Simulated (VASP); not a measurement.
## LiF: single point with r2SCAN

The system is LiF.

```
CELL_PARAMETERS angstrom
2.77571 0.00000 0.00000
-1.38785 2.40383 0.00000
0.00000 0.00000 4.78269
ATOMIC_POSITIONS crystal
Li 0.00000 0.00000 0.00000
Li 0.00000 0.00000 0.50000
F 0.33333 0.66667 0.25000
F 0.66667 0.33333 0.75000
```

```
Program             : VASP 6.6.1
Task                : single point
Functional          : r2SCAN
Potentials or basis : VASP PAW PBE potentials, release 64 (Li_sv, F)
Cutoff              : 520 eV
k mesh              : 9 × 9 × 4
Occupations         : gaussian, width 0.01 eV
Spin                : no spin polarisation
```

```
Band gap on the k mesh : 10.40 eV
```

Levels at points of the mesh, in eV from the valence-band top:
| k point | band 8 | band 9 | band 10 | band 11 | band 12 | band 13 |
| --- | --- | --- | --- | --- | --- | --- |
| (0.00, 0.00, 0.00) | -0.19 | 0.00 | 0.00 | 10.40 | 11.95 | 17.94 |
| (0.00, 0.00, 0.50) | -0.09 | -0.09 | -0.09 | 11.66 | 11.66 | 18.60 |

Wall time 3.4 min on 1 thread of AMD EPYC 7R13, on a shared host, peak memory 0.13 GiB.

 A k mesh can miss the band edges.
